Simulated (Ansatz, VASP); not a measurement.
## Two plane-wave programs on Al

The input INCAR:

```
ALGO = Fast
EDIFF = 1E-6
ENCUT = 520
ISIF = 2
ISMEAR = -1
LASPH = T
LCHARG = F
LREAL = F
LWAVE = F
NBANDS = 14
NELM = 100
PREC = Accurate
SIGMA = 0.05
```

The input KPOINTS:

```
k-points
0
Gamma
  11 11 3
```

POSCAR

```
Al
1.0
    2.8081027812      0.0000000000      0.0000000000
   -1.4040513906      2.4318883449      0.0000000000
    0.0000000000      0.0000000000      9.1243402522
Al
4
Direct
    0.6666666667      0.3333333333      0.7500000000
    0.0000000000      0.0000000000      0.5000000000
    0.3333333333      0.6666666667      0.2500000000
    0.0000000000      0.0000000000      0.0000000000
```

File input.yaml:

```yaml
crystal:
  lattice:
    - [2.8081027812, 0.0, 0.0]
    - [-1.4040513906, 2.4318883449, 0.0]
    - [0.0, 0.0, 9.1243402522]
  atoms:
    - { symbol: Al, position: [0.6666666667, 0.3333333333, 0.75] }
    - { symbol: Al, position: [0.0, 0.0, 0.5] }
    - { symbol: Al, position: [0.3333333333, 0.6666666667, 0.25] }
    - { symbol: Al, position: [0.0, 0.0, 0.0] }
hamiltonian:
  xc: lda
  pseudopotentials: { kind: paw }
kpoints:
  mp_grid: { grid: [11, 11, 3] }
scf:
  occupations: { method: fermi_dirac, width: 0.05 }
output:
  forces: true
  stress: true
  eigenvalues: true
```

Alike in both runs: task single point; functional LDA; k mesh 11 × 11 × 3; occupations fermi-dirac, width 0.05 eV; no spin polarisation.

|  | VASP | Ansatz |
| --- | --- | --- |
| version | VASP 6.6.1 | Ansatz 0.2.0 |
| potentials or method | VASP PAW LDA potentials, release 64 (Al) | Ansatz PAW |
| plane-wave cutoff (eV) | 520 | 420 |
| valence electrons in the cell | 12 | 12 |

```csv
,VASP,Ansatz,Ansatz less VASP
gap on the k mesh at the Fermi level (eV),none,none,-
pressure (GPa),1.8,1.7,-0.09
"traceless stress, the component that is largest in VASP (GPa)",1.39,1.38,-0.009
```

LDA's correlation is that of Perdew and Zunger in VASP and of Perdew and Wang (1992) in Ansatz. A gap of «none» marks a metal or a gap that the smearing closes.
